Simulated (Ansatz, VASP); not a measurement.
**ScAl7N8: VASP beside Ansatz**

```
Sc Al N
1.0
     3.16534   -0.00366    5.01375
     3.16534    0.00366   -5.01375
    -3.16534    5.48974   -0.00400
Sc Al N
1 7 8
Direct
  0.15963 0.17575 0.33537
  0.16442 0.17424 0.83390
  0.66099 0.67010 0.33110
  0.65966 0.66948 0.83390
  0.07965 0.58780 0.16374
  0.57594 0.08409 0.16374
  0.07756 0.59292 0.67047
  0.58228 0.08569 0.66797
  0.37184 0.96335 0.33519
  0.86484 0.46780 0.33264
  0.36290 0.97363 0.83263
  0.85900 0.46973 0.83263
  0.28411 0.39673 0.15764
  0.28200 0.40209 0.68409
  0.76090 0.87353 0.15764
  0.78229 0.88507 0.66736
```

Change from the starting cell: polar distortion scaled by 0.85.

Alike in both runs: task single point; functional PBEsol; k mesh 6 × 6 × 6; no spin polarisation.

|  | VASP | Ansatz |
| --- | --- | --- |
| version | VASP 6.6.1 | Ansatz 0.2.0 |
| potentials or method | VASP PAW PBE potentials, release 64 (Sc_sv, Al, N), cutoff 520 eV | scalar-relativistic, plane waves, PAW |
| occupations | gaussian, width 0.01 eV | fixed |
| valence electrons in the cell | 72 | 72 |

|  | VASP | Ansatz | Ansatz less VASP |
| --- | --- | --- | --- |
| gap on the k mesh at the Fermi level (eV) | 3.66 | 3.65 | -0.018 |
| least direct gap on the mesh (eV) | 3.66 | 3.65 | -0.018 |
| pressure (GPa) | 0.5 | 0.3 | -0.15 |
| traceless stress, the component that is largest in VASP (GPa) | -6.74 | -6.64 | +0.100 |
| rms of the force components (eV/Å) | 0.472 | 0.464 | -0.0088 |

VASP's potentials were made for PBE, not for PBEsol, and Ansatz warns of the same on its side. Atom by atom the forces differ by 0.017 eV/Å (rms over components).
